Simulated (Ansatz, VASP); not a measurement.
## Two plane-wave programs on Al

INCAR

```
  PREC = Accurate
  ENCUT = 520
  EDIFF = 1E-6
  ISMEAR = 0
  SIGMA = 0.15
  LREAL = False
  LASPH = True
  NELM = 80
  ALGO = Fast
  ISIF = 2
  LWAVE = False
  LCHARG = False
  GGA = PS
  IVDW = 12
  NBANDS = 14
```

KPOINTS

```
Automatic mesh
0
Gamma
  18 18 6
```

Contents of POSCAR:

```
Al
1.0
    2.7634505038      0.0000000000      0.0000000000
   -1.3817252519      2.3932183384      0.0000000000
    0.0000000000      0.0000000000      9.2531376670
Al
4
Direct
    0.0000000000      0.0000000000      0.0000000000
    0.3333333333      0.6666666667      0.2500000000
    0.0000000000      0.0000000000      0.5000000000
    0.6666666667      0.3333333333      0.7500000000
```

Input for Ansatz:

```yaml
crystal:
  lattice:
    - [2.7634505038, 0.0, 0.0]
    - [-1.3817252519, 2.3932183384, 0.0]
    - [0.0, 0.0, 9.253137667]
  atoms:
    - { symbol: Al, position: [0.0, 0.0, 0.0] }
    - { symbol: Al, position: [0.3333333333, 0.6666666667, 0.25] }
    - { symbol: Al, position: [0.0, 0.0, 0.5] }
    - { symbol: Al, position: [0.6666666667, 0.3333333333, 0.75] }
basis:
  ecutwfc: 420
kpoints:
  mp_grid: { grid: [18, 18, 6] }
hamiltonian:
  xc: pbesol
  pseudopotentials: { kind: paw, azcp: { folder: soft_1 } }
  dispersion: d3bj
scf:
  occupations: { method: gaussian, width: 0.15 }
output:
  forces: true
  stress: true
  eigenvalues: true
```

Alike in both runs: task single point; functional PBEsol; dispersion D3(BJ); k mesh 18 × 18 × 6; occupations gaussian, width 0.15 eV; no spin polarisation.

```csv
,VASP,Ansatz
version,VASP 6.6.1,Ansatz 0.2.0
potentials or method,"VASP PAW PBE potentials, release 64 (Al), cutoff 520 eV","scalar-relativistic, plane waves, PAW"
valence electrons in the cell,12,12
```

VASP gave:

```
gap on the k mesh at the Fermi level (eV)                     : none
pressure (GPa)                                                : 2.1
traceless stress, the component that is largest in VASP (GPa) : -1.86
```

Which values does Ansatz return?

gap on the k mesh at the Fermi level (eV): none; pressure (GPa): 2.0; traceless stress, the component that is largest in VASP (GPa): -1.85.

VASP's potentials were made for PBE, not for PBEsol, and Ansatz warns of the same on its side. A gap of «none» marks a metal or a gap that the smearing closes.
